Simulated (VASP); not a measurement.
The system is B.

```
B
1.0
     2.47413    0.00000    0.00000
    -1.23706    2.14266    0.00000
     0.00000    0.00000    9.66516
B
7
Direct
  0.00000 0.00000 0.00000
  0.33333 0.66667 0.14286
  0.00000 0.00000 0.28571
  0.66667 0.33333 0.42857
  0.33333 0.66667 0.57143
  0.00000 0.00000 0.71429
  0.66667 0.33333 0.85714
```

The cell was generated, and may not be a known phase.

| Quantity | Value |
| --- | --- |
| Program | VASP 6.6.1 |
| Task | relaxation of cell and atoms |
| Functional | PBE |
| Potentials or basis | VASP PAW PBE potentials, release 64 (B) |
| Cutoff | 600 eV |
| k mesh | 6 × 6 × 2 |
| Occupations | gaussian, width 0.1 eV |
| Spin | no spin polarisation |

At the start: pressure -24.4 GPa; volume 7.32 Å³/atom.

Problem. Where does the relaxation end?

Solution. Over 9 steps the energy falls by 80.3 meV/atom and the volume is 6.49 Å³/atom (-11.4 %); space group P-3m1 (No. 164, to 0.1 Å) before and after.

Step by step:
```csv
step,energy change (eV),largest force (eV/Å),pressure (GPa),volume (Å³)
1,0.0000,0.3280,-24.38,51.24
2,-0.4487,0.2954,13.39,43.38
3,-0.5493,0.3456,-0.26,45.54
4,-0.5492,0.3459,0.37,45.43
5,-0.5606,0.0645,0.68,45.30
6,-0.5607,0.0739,0.71,45.29
7,-0.5618,0.0583,-0.44,45.46
8,-0.5618,0.0574,-0.50,45.47
9,-0.5623,0.0285,-0.27,45.41
```

Final structure:
```yaml
crystal:
  lattice:
    - [2.39704, 0.00000, 0.00000]
    - [-1.19852, 2.07590, 0.00000]
    - [0.00000, 0.00000, 9.12479]
  atoms:
    - { symbol: B, position: [0.00000, 0.00000, 0.00000] }
    - { symbol: B, position: [0.33333, 0.66667, 0.14564] }
    - { symbol: B, position: [0.00000, 0.00000, 0.28610] }
    - { symbol: B, position: [0.66667, 0.33333, 0.43149] }
    - { symbol: B, position: [0.33333, 0.66667, 0.56851] }
    - { symbol: B, position: [0.00000, 0.00000, 0.71390] }
    - { symbol: B, position: [0.66667, 0.33333, 0.85436] }
```

Caveat: the k points lie up to 0.50 Å⁻¹ apart in the final cell; the highest band is partly filled, so the run has too few bands.
